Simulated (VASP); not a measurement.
K2TaO3: single point with PBE

Crystal: K2TaO3.

```
K Ta O
1.0
     3.78711    0.00000    0.00000
     0.00000    3.78711    0.00000
     0.00000    0.00000   10.10723
K Ta O
2 1 3
Direct
  0.00000 0.50000 0.34404
  0.50000 0.00000 0.65596
  0.00000 0.00000 0.00000
  0.50000 0.50000 0.50000
  0.00000 0.50000 0.95720
  0.50000 0.00000 0.04280
```

The cell was generated, and may not be a known phase.

| Item | Value |
| --- | --- |
| Program | VASP 6.6.1 |
| Task | single point |
| Functional | PBE |
| Potentials or basis | VASP PAW PBE potentials, release 64 (K_sv, Ta_pv, O) |
| Cutoff | 520 eV |
| k mesh | 4 × 4 × 4 |
| Occupations | gaussian, width 0.1 eV |
| Spin | collinear spin |
| Starting moments | [0.0, 0.0, 1.0, 0.0, 0.0, 0.0] μB |

```json
{
 "Pressure": "0.4 GPa",
 "Largest force": "0.038 eV/Å",
 "Band gap on the k mesh": "zero (filled and empty bands overlap)",
 "Net moment": "1.00 μB per cell",
 "Site moments": "K +0.01; Ta +0.31; O +0.37, -0.01 (each value once) μB",
 "Valence electrons inside the program's atomic spheres": "K 7.60; Ta 8.81; O 4.88, 5.06 (each value once)"
}
```

Forces in eV/Å, atoms in the order of the input:
```
K    0.000  0.000 -0.021
K    0.000  0.000  0.021
Ta   0.000  0.000  0.000
O    0.000  0.000  0.000
O    0.000  0.000 -0.038
O    0.000  0.000  0.038
```

Levels at points of the mesh, in eV from the Fermi level:
Spin up:
```tsv
k point	band 21	band 22	band 23	band 24	band 25	band 26	band 27	band 28
(0.00, 0.00, 0.00)	-1.13	-0.87	-0.72	-0.72	0.65	2.29	2.44	2.44
(0.50, 0.00, 0.00)	-1.24	-0.74	-0.72	-0.69	2.07	2.13	3.17	3.18
(0.50, 0.50, 0.00)	-1.10	-1.10	-0.68	-0.40	2.01	2.01	3.51	4.90
(0.00, 0.00, 0.50)	-1.26	-0.72	-0.72	-0.66	0.65	1.59	2.44	2.44
(0.50, 0.00, 0.50)	-1.25	-0.72	-0.72	-0.69	2.08	2.13	3.17	3.22
(0.50, 0.50, 0.50)	-1.10	-1.10	-0.68	-0.40	2.00	2.00	3.47	4.90
```
Spin down:
```
           k point  band 20  band 21  band 22  band 23  band 24  band 25  band 26  band 27
(0.00, 0.00, 0.00)    -3.71    -0.84    -0.31     0.01     0.01     0.75     2.53     2.67
(0.50, 0.00, 0.00)    -3.69    -0.61    -0.39     0.04     0.06     2.27     2.37     3.25
(0.50, 0.50, 0.00)    -2.61    -0.45    -0.45    -0.05     0.22     2.23     2.23     4.04
(0.00, 0.00, 0.50)    -3.71    -0.94    -0.08     0.01     0.01     0.75     1.72     2.67
(0.50, 0.00, 0.50)    -3.69    -0.62    -0.39     0.04     0.06     2.28     2.37     3.25
(0.50, 0.50, 0.50)    -2.61    -0.45    -0.45    -0.05     0.22     2.22     2.22     3.98
```

Run time: 8.6 min on 1 thread of Intel Xeon 8259CL, with other jobs on the host, peak memory 0.37 GiB.

Caveat: the k points lie up to 0.41 Å⁻¹ apart; spin-orbit coupling is left out, which moves the levels of the heavy elements.
